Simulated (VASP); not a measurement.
# Al in VASP: further runs

The runs below take Al through single point, with PBE.

Program: VASP 6.6.1. These are calculated values, not measurements. Logs are shortened: lines on timing, memory, paths and dates and some standing lists are left out, and cuts for length are marked.

**1. The cell of the first run**

The cell holds a slab with vacuum, 8 atoms: a = 2.857 Å, b = 4.041 Å, c = 25.000 Å, α = 90.00°, β = 90.00°, γ = 90.00°.

**2. Single point, PBE**

Input file INCAR:

```
SYSTEM = Al
PREC     = Accurate       ! precision mode
ENCUT    = 520            ! plane-wave cutoff, eV
EDIFF    = 1E-6           ! SCF threshold, eV
ISMEAR   = 0              ! smearing method
SIGMA    = 0.1            ! smearing width, eV
LREAL    = .FALSE.        ! projectors in reciprocal space
LASPH    = .TRUE.         ! aspherical terms in the spheres
NELM     = 60             ! most SCF steps
ALGO     = Normal         ! electronic algorithm
ISIF     = 2              ! what is computed and relaxed
LWAVE    = .FALSE.        ! write WAVECAR
LCHARG   = .FALSE.        ! write CHGCAR
LDIPOL   = .TRUE.       
IDIPOL   = 3            
DIPOL    = 0.5 0.5 0.500
GGA      = PE             ! functional
NBANDS   = 22             ! bands
```

Input file KPOINTS:

```
regular mesh
0
G
  12 9 1
  0 0 0
```

Input file POSCAR:

```
Al
1.0
    2.8571513840      0.0000000000      0.0000000000
    0.0000000000      4.0406222370      0.0000000000
    0.0000000000      0.0000000000     25.0000298441
Al
8
Direct
    0.5000000000      0.5000000000      0.2999996419
    0.0000000000      0.0000000000      0.3571426013
    0.5000000000      0.5000000000      0.4142855608
    0.0000000000      0.0000000000      0.4714285203
    0.5000000000      0.5000000000      0.5285714797
    0.0000000000      0.0000000000      0.5857144392
    0.5000000000      0.5000000000      0.6428573987
    0.0000000000      0.0000000000      0.7000003581
```

Potentials or basis: VASP PAW PBE potentials, release 64 (Al).

Started as:

```
> cat potpaw_PBE.64/Al/POTCAR > POTCAR
> mpirun -np 1 vasp_std > vasp.out
```

OUTCAR:

```text
SYSTEM = Al
   PREC = Accurate
   ENCUT = 520
   EDIFF = 1E-6
   ISMEAR = 0
   LREAL = .FALSE.
   LASPH = .TRUE.
   NELM = 60
   ISIF = 2
   GGA = PE

 ion  position               nearest neighbor table
   1  0.500  0.500  0.300-   2 2.86   2 2.86   2 2.86   2 2.86   3 2.86
   2  0.000  0.000  0.357-   1 2.86   1 2.86   1 2.86   1 2.86   3 2.86   3 2.86   3 2.86   3 2.86
                             4 2.86
   3  0.500  0.500  0.414-   5 2.86   1 2.86   4 2.86   4 2.86   4 2.86   4 2.86   2 2.86   2 2.86
                             2 2.86   2 2.86
   4  0.000  0.000  0.471-   5 2.86   5 2.86   5 2.86   5 2.86   6 2.86   3 2.86   3 2.86   3 2.86
                             3 2.86   2 2.86
   5  0.500  0.500  0.529-   4 2.86   4 2.86   4 2.86   4 2.86   3 2.86   6 2.86   6 2.86   6 2.86
                             6 2.86   7 2.86
   6  0.000  0.000  0.586-   4 2.86   8 2.86   5 2.86   5 2.86   5 2.86   5 2.86   7 2.86   7 2.86
                             7 2.86   7 2.86
   7  0.500  0.500  0.643-   8 2.86   8 2.86   8 2.86   8 2.86   6 2.86   6 2.86   6 2.86   6 2.86
                             5 2.86
   8  0.000  0.000  0.700-   7 2.86   7 2.86   7 2.86   7 2.86   6 2.86

  LATTYP: Found a simple orthorhombic cell.
 ALAT       =     2.8571513840
 B/A-ratio  =     1.4142135624
 C/A-ratio  =     8.7499843320

  Lattice vectors:

 A1 = (   2.8571513840,   0.0000000000,   0.0000000000)
 A2 = (   0.0000000000,   4.0406222370,   0.0000000000)
 A3 = (   0.0000000000,   0.0000000000,  25.0000298441)

Analysis of symmetry for initial positions (statically):
=====================================================================
 Subroutine PRICEL returns:
 Original cell was already a primitive cell.

 Routine SETGRP: Setting up the symmetry group for a
 simple orthorhombic supercell.

 Subroutine GETGRP returns: Found  8 space group operations
 (whereof  4 operations were pure point group operations)
 out of a pool of  8 trial point group operations.

The static configuration has the point symmetry C_2v.
 The point group associated with its full space group is D_2h.

Analysis of symmetry for dynamics (positions and initial velocities):
=====================================================================
 Subroutine PRICEL returns:
 Original cell was already a primitive cell.

 Routine SETGRP: Setting up the symmetry group for a
 simple orthorhombic supercell.

 Subroutine GETGRP returns: Found  8 space group operations
 (whereof  4 operations were pure point group operations)
 out of a pool of  8 trial point group operations.

The dynamic configuration has the point symmetry C_2v.
 The point group associated with its full space group is D_2h.

 Subroutine INISYM returns: Found  8 space group operations
 (whereof  4 operations are pure point group operations),
 and found     1 'primitive' translations

----------------------------------------------------------------------------------------

                                     Primitive cell

  volume of cell :     288.6171

  direct lattice vectors                    reciprocal lattice vectors
     2.857151384  0.000000000  0.000000000     0.349998955  0.000000000  0.000000000
     0.000000000  4.040622237  0.000000000     0.000000000  0.247486635  0.000000000
     0.000000000  0.000000000 25.000029844     0.000000000  0.000000000  0.039999952

  length of vectors
     2.857151384  4.040622237 25.000029844     0.349998955  0.247486635  0.039999952

  position of ions in fractional coordinates (direct lattice)
     0.500000000  0.500000000  0.299999642
     0.000000000  0.000000000  0.357142601
     0.500000000  0.500000000  0.414285561
     0.000000000  0.000000000  0.471428520
     0.500000000  0.500000000  0.528571480
     0.000000000  0.000000000  0.585714439
     0.500000000  0.500000000  0.642857399
     0.000000000  0.000000000  0.700000358

  ion indices of the primitive-cell ions
   primitive index   ion index
                 1           1
                 2           2
                 3           3
                 4           4
                 5           5
                 6           6
                 7           7
                 8           8

----------------------------------------------------------------------------------------

 KPOINTS: regular mesh

Automatic generation of k-mesh.
 Grid dimensions read from file:
 generate k-points for:   12    9    1

 Generating k-lattice:

  Cartesian coordinates                     Fractional coordinates (reciprocal lattice)
     0.029166580  0.000000000  0.000000000     0.083333333  0.000000000  0.000000000
     0.000000000  0.027498515  0.000000000     0.000000000  0.111111111  0.000000000
     0.000000000  0.000000000  0.039999952     0.000000000  0.000000000  1.000000000

  Length of vectors
     0.029166580  0.027498515  0.039999952

  Shift w.r.t. Gamma in fractional coordinates (k-lattice)
     0.000000000  0.000000000  0.000000000

 Subroutine IBZKPT returns following result:
 ===========================================

 Found     35 irreducible k-points:

 Following reciprocal coordinates:
            Coordinates               Weight
  0.000000  0.000000  0.000000      1.000000
  0.083333  0.000000  0.000000      2.000000
  0.166667  0.000000  0.000000      2.000000
  0.250000  0.000000  0.000000      2.000000
  0.333333  0.000000  0.000000      2.000000
  0.416667  0.000000  0.000000      2.000000
[... 16 lines left out ...]
  0.083333  0.333333  0.000000      4.000000
  0.166667  0.333333  0.000000      4.000000
 [... further k-points ...]
   k-points           NKPTS =     35   k-points in BZ     NKDIM =     35   number of bands    NBANDS=     22
   number of dos      NEDOS =    301   number of ions     NIONS =      8
   total plane-waves  NPLWV = 138240
   dimension x,y,z NGX =    24 NGY =   30 NGZ =  192
   dimension x,y,z NGXF=    48 NGYF=   60 NGZF=  384
   ions per type =               8
   NGX,Y,Z   is equivalent  to a cutoff of  13.96, 12.34, 12.77 a.u.
   NGXF,Y,Z  is equivalent  to a cutoff of  27.93, 24.69, 25.54 a.u.
 SYSTEM =  Al
   PREC   = accura    normal or accurate (medium, high low for compatibility)
   ISTART =      0    job   : 0-new  1-cont  2-samecut
   ICHARG =      2    charge: 1-file 2-atom 10-const
   ISPIN  =      1    spin polarized calculation?
   LNONCOLLINEAR =      F non collinear calculations
   LSORBIT =      F    spin-orbit coupling
   LASPH  =      T    aspherical Exc in radial PAW
   ENCUT  =  520.0 eV  38.22 Ry    6.18 a.u.   5.31  7.51 46.48*2*pi/ulx,y,z
   NELM   =     60;   NELMIN=  2; NELMDL= -5     # of ELM steps
   EDIFF  = 0.1E-05   stopping-criterion for ELM
   LREAL  =      F    real-space projection
   EDIFFG = 0.1E-04   stopping-criterion for IOM
   NSW    =      0    number of steps for IOM
   IBRION =     -1    ionic relax: 0-MD 1-quasi-New 2-CG
   NFREE  =      0    steps in history (QN), initial steepest desc. (CG)
   ISIF   =      2    stress and relaxation
   ISYM   =      2    0-nonsym 1-usesym 2-fastsym
   POTIM  = 0.5000    time-step for ionic-motion
   TEBEG  =    0.0;   TEEND  =   0.0 temperature during run
   PSTRESS=    0.0 pullay stress
   NELECT =      24.0000    total number of electrons
   NUPDOWN=      -1.0000    fix difference up-down
   EMIN   =  10.00;   EMAX   =-10.00  energy-range for DOS
   EFERMI =   0.00;   METHOD = LEGACY
   ISMEAR =     0;   SIGMA  =   0.10  broadening in eV -4-tet -1-fermi 0-gaus
   EFERMI_NEDOS =   21; number of points for ismear=-14 and -15
   IALGO  =     38    algorithm
   IMIX   =      4    mixing-type and parameters
     AMIX     =   0.40;   BMIX     =  1.00
     AMIX_MAG =   1.60;   BMIX_MAG =  1.00
  volume/ion in A,a.u.               =      36.08       243.46
  Fermi-wavevector in a.u.,A,eV,Ry     =   0.714559  1.350320  6.947055  0.510594
  Thomas-Fermi vector in A             =   1.802490
   LORBIT       =      0    0 simple, 1 ext, 2 COOP (PROOUT), +10 PAW based schemes
   GGA     = PE    functional components
   LHFCALC =     F    Hartree Fock is set to
   AEXX    =    0.0000 exact exchange contribution
   IVDW    =     0    specifies the selected vdW correction
   LEPSILON=     F    determine dielectric tensor
   LRPA    =     F    only Hartree local field effects (RPA)
 non-spin polarized calculation
 Gauss-broadening in eV      SIGMA  =   0.10
  energy-cutoff  :      520.00
  volume of cell :      288.62
 maximum number of plane-waves:      7813
 NGX is ok and might be reduce to    24
   NGX = 11   NGY = 15   NGZ = 93

 dipolmoment           0.000000      0.000000      0.000000 electrons x Angstroem

 number of electron      24.0000000 magnetization

 dipolmoment           0.000000      0.000000     -0.000000 electrons x Angstroem

 Free energy of the ion-electron system (eV)
  ---------------------------------------------------
  ext. energy  EPLUGINS =         0.00000000
  ---------------------------------------------------
  free energy    TOTEN  =       -28.55037627 eV

  energy without entropy =      -28.53363183  energy(sigma->0) =      -28.54200405

 E-fermi :   1.4488     XC(G=0):  -5.5023

 val. band max:        1.4314223610   @ k =   0.1667   0.0000   0.0000
 cond. band min:       1.4719251354   @ k =   0.2500   0.3333   0.0000
 fundamental gap:      0.0405027744
 Fermi energy:         1.4487824651

 k-point     1 :       0.0000    0.0000    0.0000
  band No.  band energies     occupation
      1      -9.3847      2.00000
      2      -8.6117      2.00000
      3      -7.3939      2.00000
      4      -5.7901      2.00000
      5      -3.9165      2.00000
      6      -1.9100      2.00000
[... 14 lines left out ...]
     21       6.0271      0.00000
     22       6.2209      0.00000

 k-point     2 :       0.0833    0.0000    0.0000
  band No.  band energies     occupation
      1      -9.2590      2.00000
      2      -8.4866      2.00000
      3      -7.2695      2.00000
      4      -5.6668      2.00000
      5      -3.7947      2.00000
      6      -1.7909      2.00000
[... 14 lines left out ...]
     21       5.6666      0.00000
     22       6.1362      0.00000

 k-point     3 :       0.1667    0.0000    0.0000
  band No.  band energies     occupation
      1      -8.8825      2.00000
      2      -8.1117      2.00000
      3      -6.8971      2.00000
      4      -5.2978      2.00000
      5      -3.4305      2.00000
      6      -1.4367      2.00000
[... 14 lines left out ...]
     21       4.8916      0.00000
     22       6.0204      0.00000
[... 476 lines left out ...]
 k-point    23 :       0.0833    0.3333    0.0000
  band No.  band energies     occupation
      1      -8.2581      2.00000
      2      -7.4935      2.00000
      3      -6.2952      2.00000
      4      -5.3089      2.00000
      5      -4.7252      2.00000
      6      -4.5522      2.00000
[... 14 lines left out ...]
     21       6.8456      0.00000
     22       6.9034      0.00000

 k-point    24 :       0.1667    0.3333    0.0000
  band No.  band energies     occupation
      1      -7.8844      2.00000
      2      -7.1213      2.00000
      3      -5.9254      2.00000
      4      -4.9428      2.00000
      5      -4.3586      2.00000
      6      -4.1878      2.00000
[... 14 lines left out ...]
     21       6.6047      0.00000
     22       6.8463      0.00000

 [... further k-points ...]

------------------------ aborting loop because EDIFF is reached ----------------------------------------

 vacuum level on the upper side and lower side of the slab       (xc-potential included)        -0.122        -0.122

  FORCE on cell =-STRESS in cart. coord.  units (eV):
  Direction    XX          YY          ZZ          XY          YZ          ZX
  --------------------------------------------------------------------------------------
  -------------------------------------------------------------------------------------
  Total       -2.4814403     -1.6558585     -0.0426483      0.0000000      0.0000000      0.0000000
  in kB      -13.7750249     -9.1920375     -0.2367499      0.0000000      0.0000000      0.0000000
  external PRESSURE =      -7.7346041 kB  Pullay stress =       0.0000000 kB

 VOLUME and BASIS-vectors are now :
 -----------------------------------------------------------------------------
  energy-cutoff  :      520.00
  volume of cell :      288.62
      direct lattice vectors                 reciprocal lattice vectors
     2.857151384  0.000000000  0.000000000     0.349998955  0.000000000  0.000000000
     0.000000000  4.040622237  0.000000000     0.000000000  0.247486635  0.000000000
     0.000000000  0.000000000 25.000029844     0.000000000  0.000000000  0.039999952

 POSITION                                       TOTAL-FORCE (eV/Angst)
 -----------------------------------------------------------------------------------
      1.42858      2.02031      7.50000         0.000000      0.000000      0.219165
      0.00000      0.00000      8.92858         0.000000      0.000000     -0.246715
      1.42858      2.02031     10.35715         0.000000      0.000000     -0.060297
      0.00000      0.00000     11.78573         0.000000      0.000000     -0.094850
      1.42858      2.02031     13.21430         0.000000      0.000000      0.094850
      0.00000      0.00000     14.64288         0.000000      0.000000      0.060297
      1.42858      2.02031     16.07145         0.000000      0.000000      0.246715
      0.00000      0.00000     17.50003         0.000000      0.000000     -0.219165
 -----------------------------------------------------------------------------------
    total drift:                               -0.000000     -0.000000     -0.000000

  FREE ENERGIE OF THE ION-ELECTRON SYSTEM (eV)
  ---------------------------------------------------
  free  energy   TOTEN  =       -28.5503762746 eV

  energy  without entropy=      -28.5336318339  energy(sigma->0) =      -28.54200405

 vacuum level on the upper side and lower side of the slab         5.502         5.502
```

Wall time 3.4 min (1 thread of Intel Xeon Platinum 8488C (Sapphire Rapids), shared host); peak memory 0.43 GiB.

What came out:

| Quantity | Value |
| --- | --- |
| Free energy | -28.5504 eV |
| Largest force | 0.247 eV/Å |
| Band gap on the k mesh | zero (bands 12 and 13 overlap by 2.26 eV) |

Forces in eV/Å, atoms in the order of the input:
```
Al   0.000  0.000  0.219
Al   0.000  0.000 -0.247
Al   0.000  0.000 -0.060
Al   0.000  0.000 -0.095
Al   0.000  0.000  0.095
Al   0.000  0.000  0.060
Al   0.000  0.000  0.247
Al   0.000  0.000 -0.219
```

(Part 1 of 2 ends here.)

The gap in the log of VASP goes by the Fermi energy; the results here count the filled bands.